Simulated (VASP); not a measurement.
# C (Cmme) in VASP: further runs, part 2 of 2

VASP 6.6.1.

## 3. Single point, PBEsol (normal strain along x +0.0233, normal strain along y -0.0467)

INCAR

```
SYSTEM = C
PREC = Accurate
ENCUT = 520
EDIFF = 1E-6
ISMEAR = 0
SIGMA = 0.15
LREAL = .FALSE.
LASPH = .TRUE.
NELM = 80
ALGO = Normal
ISIF = 2
LWAVE = .FALSE.
LCHARG = .TRUE.
GGA = PS
LELF = .TRUE.
LVHAR = .TRUE.
NBANDS = 16
```

KPOINTS

```
regular mesh
0
G
  18 18 6
  0 0 0
```

POSCAR

```
C
1.0
    1.2581213773     -2.0296566851      0.0000000000
    1.2581213773      2.0296566851      0.0000000000
    0.0000000000      0.0000000000      7.3778182888
C
4
Direct
    0.0833216498      0.9166783502      0.7498439858
    0.5833216498      0.4166783502      0.2501560142
    0.9166783502      0.0833216498      0.2501560142
    0.4166783502      0.5833216498      0.7498439858
```

Potentials or basis: VASP PAW PBE potentials, release 64 (C).

Started as:

```sh
cat potpaw_PBE.64/C/POTCAR > POTCAR
mpirun -np 1 vasp_std > vasp.out
```

Run time: 6.5 min. Hardware: 1 thread of AMD EPYC 7R13, shared host; peak memory 0.23 GiB.

It converged, with:

```
Free energy            : -38.2652 eV
Pressure               : 12.0 GPa
Largest force          : 1.305 eV/Å
Band gap on the k mesh : 0.45 eV
```

Forces in eV/Å, atoms in the order of the input:
```
C    0.000  1.305  0.000
C    0.000  1.305  0.000
C    0.000 -1.305  0.000
C    0.000 -1.305  0.000
```

Stress tensor (GPa, compression positive):
```
-13.74   0.00   0.00
  0.00  49.69   0.00
  0.00   0.00  -0.09
```

Levels at points of the mesh, in eV from the valence-band top:
```
           k point  band 5  band 6  band 7  band 8  band 9  band 10  band 11  band 12
(0.00, 0.00, 0.00)   -2.76   -2.75   -2.58   -2.58    3.60     8.07     8.11     8.50
(0.50, 0.00, 0.00)   -5.76   -5.76   -2.50   -2.50    2.07     2.07     9.02     9.02
(0.50, 0.50, 0.00)   -6.99   -6.97   -1.86   -1.06    1.47     2.29     6.30     6.49
(0.00, 0.00, 0.50)   -2.75   -2.75   -2.58   -2.58    5.57     5.58     8.09     8.09
(0.50, 0.00, 0.50)   -5.76   -5.76   -2.47   -2.47    1.97     1.97     9.02     9.02
(0.50, 0.50, 0.50)   -6.98   -6.98   -1.48   -1.48    1.86     1.86     6.39     6.40
```

Caveat: the cell differs from its parent crystal (normal strain along x +0.0233, normal strain along y -0.0467); the PAW data sets were made with another functional, which shifts forces and pressure a little; this functional lacks dispersion, which binds the layers, so the pressure and a relaxed spacing across them are unreliable. A k mesh can miss the band edges.

## 4. Single point, PBEsol (normal strain along x +0.0000, normal strain along y -0.0233)

INCAR

```
ALGO = Normal
EDIFF = 1E-7
ENCUT = 520
GGA = PS
ISIF = 2
ISMEAR = 0
LASPH = T
LCHARG = F
LREAL = F
LWAVE = F
NBANDS = 16
NELM = 60
PREC = Accurate
SIGMA = 0.15
```

KPOINTS

```
k-points
0
Gamma
  18 18 6
```

Changes to POSCAR since step 3:

```diff
@@ -2,4 +2,4 @@
 1.0
-    1.2581213773     -2.0296566851      0.0000000000
-    1.2581213773      2.0296566851      0.0000000000
+    1.2294746187     -2.0794772730      0.0000000000
+    1.2294746187      2.0794772730      0.0000000000
     0.0000000000      0.0000000000      7.3778182888
```

Started as:

```sh
cat potpaw_PBE.64/C/POTCAR > POTCAR
mpirun -np 1 vasp_std > vasp.out
```

Wall time 7.3 min (1 thread of AMD EPYC 7R13, shared host); peak memory 0.23 GiB.

Results (log left out):

| Property | Result |
| --- | --- |
| Free energy | -38.5033 eV |
| Pressure | 10.3 GPa |
| Largest force | 0.383 eV/Å |
| Band gap on the k mesh | 0.05 eV |

Forces in eV/Å, atoms in the order of the input:
```
C    0.000  0.383  0.000
C    0.000  0.383  0.000
C    0.000 -0.383  0.000
C    0.000 -0.383  0.000
```

Stress tensor (GPa, compression positive):
```
 5.12  0.00  0.00
 0.00 25.93  0.00
 0.00  0.00 -0.10
```

Levels at points of the mesh, in eV from the valence-band top:
```csv
k point,band 4,band 5,band 6,band 7,band 8,band 9,band 10,band 11,band 12,band 13
"(0.00, 0.00, 0.00)",-7.24,-2.94,-2.92,-2.84,-2.83,3.39,8.31,8.38,8.42,8.91
"(0.50, 0.00, 0.00)",-13.40,-6.28,-6.28,-2.50,-2.50,1.84,1.84,8.18,8.18,10.87
"(0.50, 0.50, 0.00)",-13.43,-6.70,-6.68,-2.52,-1.72,1.27,2.23,7.20,7.40,11.09
"(0.00, 0.00, 0.50)",-7.87,-2.93,-2.93,-2.83,-2.83,5.37,5.38,8.40,8.40,8.91
"(0.50, 0.00, 0.50)",-13.40,-6.28,-6.28,-2.47,-2.47,1.74,1.74,8.18,8.18,12.05
"(0.50, 0.50, 0.50)",-13.46,-6.69,-6.69,-2.14,-2.14,1.72,1.72,7.30,7.30,12.19
```

Caveat: the cell differs from its parent crystal (normal strain along x +0.0000, normal strain along y -0.0233); the PAW data sets were made with another functional, which shifts forces and pressure a little; this functional lacks dispersion, which binds the layers, so the pressure and a relaxed spacing across them are unreliable.

## 5. Single point, PBEsol (normal strain along x -0.0467, normal strain along y +0.0233)

INCAR

```
PREC = Accurate
ENCUT = 520
EDIFF = 1E-6
ISMEAR = 0
SIGMA = 0.15
LREAL = F
LASPH = T
NELM = 100
ALGO = Normal
ISIF = 2
LWAVE = F
LCHARG = F
GGA = PS
NBANDS = 16
```

KPOINTS

```
regular mesh
0
Gamma
  18 18 6
```

Changes to POSCAR since step 4:

```diff
@@ -2,4 +2,4 @@
 1.0
-    1.2294746187     -2.0794772730      0.0000000000
-    1.2294746187      2.0794772730      0.0000000000
+    1.1720581540     -2.1786926318      0.0000000000
+    1.1720581540      2.1786926318      0.0000000000
     0.0000000000      0.0000000000      7.3778182888
```

Started as:

```sh
cat potpaw_PBE.64/C/POTCAR > POTCAR
mpirun -np 1 vasp_std > vasp.out
```

Run time: 6.6 min. Hardware: 1 thread of AMD EPYC 7R13, shared host; peak memory 0.23 GiB.

Results (log left out):

```yaml
Free_energy: -38.2681 eV
Pressure: 11.8 GPa
Largest_force: 0.967 eV/Å
Band_gap_on_the_k_mesh: 0.46 eV
```

Forces in eV/Å, atoms in the order of the input:
```
C    0.000 -0.967  0.000
C    0.000 -0.967  0.000
C    0.000  0.967  0.000
C    0.000  0.967  0.000
```

Stress tensor (GPa, compression positive):
```
 48.96   0.00   0.00
  0.00 -13.44   0.00
  0.00   0.00   0.02
```

Levels at points of the mesh, in eV from the valence-band top:
```tsv
k point	band 5	band 6	band 7	band 8	band 9	band 10	band 11	band 12
(0.00, 0.00, 0.00)	-3.15	-3.14	-2.66	-2.65	3.36	7.46	7.50	8.27
(0.50, 0.00, 0.00)	-6.79	-6.79	-2.09	-2.09	1.79	1.79	7.04	7.04
(0.50, 0.50, 0.00)	-5.61	-5.59	-3.40	-2.60	1.17	2.38	9.57	9.72
(0.00, 0.00, 0.50)	-3.14	-3.14	-2.65	-2.65	5.34	5.35	7.48	7.48
(0.50, 0.00, 0.50)	-6.79	-6.79	-2.05	-2.05	1.70	1.70	7.04	7.04
(0.50, 0.50, 0.50)	-5.60	-5.60	-3.02	-3.02	1.72	1.72	9.65	9.65
```

Caveat: the cell differs from its parent crystal (normal strain along x -0.0467, normal strain along y +0.0233); the PAW data sets were made with another functional, which shifts forces and pressure a little; this functional lacks dispersion, which binds the layers, so the pressure and a relaxed spacing across them are unreliable.

## 6. Single point, PBEsol (normal strain along x -0.0233, normal strain along y +0.0000)

INCAR

```
PREC = Accurate
ENCUT = 520
EDIFF = 1E-6
ISMEAR = 0
SIGMA = 0.15
LREAL = F
LASPH = T
NELM = 60
ALGO = Normal
ISIF = 2
LWAVE = F
LCHARG = T
GGA = PS
LELF = T
LVHAR = T
NBANDS = 16
```

KPOINTS is that of step 5.

Changes to POSCAR since step 5:

```diff
@@ -2,4 +2,4 @@
 1.0
-    1.1720581540     -2.1786926318      0.0000000000
-    1.1720581540      2.1786926318      0.0000000000
+    1.2008278601     -2.1290849524      0.0000000000
+    1.2008278601      2.1290849524      0.0000000000
     0.0000000000      0.0000000000      7.3778182888
```

Potentials or basis: VASP PAW PBE potentials, release 64 (C).

Started as:

```sh
cat potpaw_PBE.64/C/POTCAR > POTCAR
mpirun -np 1 vasp_std > vasp.out
```

Run time: 6.5 min. Hardware: 1 thread of AMD EPYC 7R13, shared host; peak memory 0.23 GiB.

It converged, with:

```yaml
Free_energy: -38.5034 eV
Pressure: 10.3 GPa
Largest_force: 0.348 eV/Å
Band_gap_on_the_k_mesh: 0.04 eV
```

Forces in eV/Å, atoms in the order of the input:
```
C    0.000 -0.348  0.000
C    0.000 -0.348  0.000
C    0.000  0.348  0.000
C    0.000  0.348  0.000
```

Stress tensor (GPa, compression positive):
```
25.87  0.00  0.00
 0.00  5.15  0.00
 0.00  0.00 -0.06
```

Levels at points of the mesh, in eV from the valence-band top:
```tsv
k point	band 6	band 7	band 8	band 9	band 10	band 11
(0.00, 0.00, 0.00)	-3.09	-2.97	-2.96	3.24	8.16	8.19
(0.50, 0.00, 0.00)	-6.70	-2.43	-2.43	1.67	1.67	7.45
(0.50, 0.50, 0.00)	-6.29	-3.11	-2.30	1.10	2.19	8.22
(0.00, 0.00, 0.50)	-3.09	-2.97	-2.97	5.22	5.23	8.20
(0.50, 0.00, 0.50)	-6.70	-2.40	-2.40	1.58	1.58	7.45
(0.50, 0.50, 0.50)	-6.30	-2.73	-2.72	1.60	1.60	8.31
```

Caveat: the cell differs from its parent crystal (normal strain along x -0.0233, normal strain along y +0.0000); the PAW data sets were made with another functional, which shifts forces and pressure a little; this functional lacks dispersion, which binds the layers, so the pressure and a relaxed spacing across them are unreliable. A k mesh can miss the band edges.

## 7. Single point, PBEsol (normal strain along x -0.0700, normal strain along y +0.0700)

INCAR

```
SYSTEM = C
ALGO = Normal ; EDIFF = 1E-6
ENCUT = 520 ; GGA = PS
ISIF = 2 ; ISMEAR = 0
LASPH = .True. ; LCHARG = .True.
LELF = .True. ; LREAL = .False.
LVHAR = .True. ; LWAVE = .False.
NBANDS = 16 ; NELM = 100
PREC = Accurate ; SIGMA = 0.15
```

KPOINTS

```
k-points
0
Gamma
  18 18 6
  0 0 0
```

Changes to POSCAR since step 6:

```diff
@@ -2,4 +2,4 @@
 1.0
-    1.2008278601     -2.1290849524      0.0000000000
-    1.2008278601      2.1290849524      0.0000000000
+    1.1434113954     -2.2781208991      0.0000000000
+    1.1434113954      2.2781208991      0.0000000000
     0.0000000000      0.0000000000      7.3778182888
```

Started as:

```sh
cat potpaw_PBE.64/C/POTCAR > POTCAR
mpirun -np 1 vasp_std > vasp.out
```

It took 6.3 min on 1 thread of AMD EPYC 7R13, shared host; peak memory 0.24 GiB.

Results (log left out):

| Item | Value |
| --- | --- |
| Free energy | -37.5883 eV |
| Pressure | 6.6 GPa |
| Largest force | 1.283 eV/Å |
| Band gap on the k mesh | 0.66 eV |

Forces on the atoms (eV/Å):
```
C    0.000 -1.283  0.000
C    0.000 -1.283  0.000
C    0.000  1.283  0.000
C    0.000  1.283  0.000
```

Stress tensor (GPa, compression positive):
```
 68.40   0.00   0.00
  0.00 -48.56   0.00
  0.00   0.00   0.03
```

Levels at points of the mesh, in eV from the valence-band top:
```
           k point  band 6  band 7  band 8  band 9  band 10  band 11
(0.00, 0.00, 0.00)   -3.33   -2.13   -2.12    3.63     5.90     5.96
(0.50, 0.00, 0.00)   -6.76   -1.56   -1.56    1.92     1.92     6.17
(0.50, 0.50, 0.00)   -4.49   -3.76   -2.94    1.19     2.56     9.64
(0.00, 0.00, 0.50)   -3.35   -2.13   -2.13    5.59     5.60     5.93
(0.50, 0.00, 0.50)   -6.76   -1.52   -1.52    1.83     1.83     6.17
(0.50, 0.50, 0.50)   -4.50   -3.37   -3.37    1.80     1.81    11.17
```

Caveat: the cell differs from its parent crystal (normal strain along x -0.0700, normal strain along y +0.0700); the PAW data sets were made with another functional, which shifts forces and pressure a little; this functional lacks dispersion, which binds the layers, so the pressure and a relaxed spacing across them are unreliable. A k mesh can miss the band edges.

## 8. Overview

```tsv
cell	gap on the mesh (eV)	pressure (GPa)	largest force (eV/Å)
a = 2.505, b = 2.505, c = 7.378 Å, angles 90.0, 90.0, 125.7°, 4 atoms	0.72	14.7	1.49
a = 2.388, b = 2.388, c = 7.378 Å, angles 90.0, 90.0, 116.4°, 4 atoms	0.45	12.0	1.30
a = 2.416, b = 2.416, c = 7.378 Å, angles 90.0, 90.0, 118.8°, 4 atoms	0.05	10.3	0.38
a = 2.474, b = 2.474, c = 7.378 Å, angles 90.0, 90.0, 123.4°, 4 atoms	0.46	11.8	0.97
a = 2.444, b = 2.444, c = 7.378 Å, angles 90.0, 90.0, 121.2°, 4 atoms	0.04	10.3	0.35
a = 2.549, b = 2.549, c = 7.378 Å, angles 90.0, 90.0, 126.7°, 4 atoms	0.66	6.6	1.28
```

Alike in all rows: task single point; level PBEsol; potentials or basis VASP PAW PBE potentials, release 64 (C); no spin polarisation; k mesh 18 × 18 × 6; cutoff (eV) 520; smearing gaussian 0.15 eV.

Caveats: the PAW data sets were made with another functional, which shifts forces and pressure a little; this functional lacks dispersion, which binds the layers, so the pressure and a relaxed spacing across them are unreliable.

Absolute energies hang on the potentials; compare differences alone.
